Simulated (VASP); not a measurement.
## Be: single point with PBE

Crystal: Be.

```
CELL_PARAMETERS angstrom
2.28447 0.00000 0.00000
-1.14223 1.97841 0.00000
0.00000 0.00000 7.27253
ATOMIC_POSITIONS crystal
Be 0.00000 0.00000 0.00000
Be 0.00000 0.00000 0.50000
Be 0.33333 0.66667 0.25000
Be 0.66667 0.33333 0.75000
```

This cell differs from its parent crystal: volume scaled by 1.04.

```json
{
  "Program": "VASP 6.6.1",
  "Task": "single point",
  "Functional": "PBE",
  "Potentials or basis": "VASP PAW PBE potentials, release 64 (Be)",
  "Cutoff": "520 eV",
  "k mesh": "18 × 18 × 5",
  "Occupations": "fermi-dirac, width 0.1 eV",
  "Spin": "no spin polarisation",
  "Dipole correction": "no",
  "Further INCAR settings": "ALGO = Normal; EDIFF = 1e-06; NBANDS = 12"
}
```

* Pressure: -4.4 GPa
* Band gap on the k mesh: zero (band 4 reaches 7.60 eV, above the bottom of band 5 at 6.27 eV)

Stress tensor (GPa, compression positive):
```
-4.52  0.00  0.00
 0.00 -4.52  0.00
 0.00  0.00 -4.11
```

Levels at points of the mesh, in eV from the Fermi level:
```
           k point  band 2  band 3  band 4  band 5  band 6  band 7
(0.00, 0.00, 0.00)   -9.26   -9.23   -4.61    0.59    9.87    9.88
(0.50, 0.00, 0.00)   -4.07   -3.70   -2.81    0.97    0.98    3.96
```

It took 15 s on 1 thread of Intel(R) Xeon(R) 6975P-C (Granite Rapids), on a shared host, peak memory 0.15 GiB.
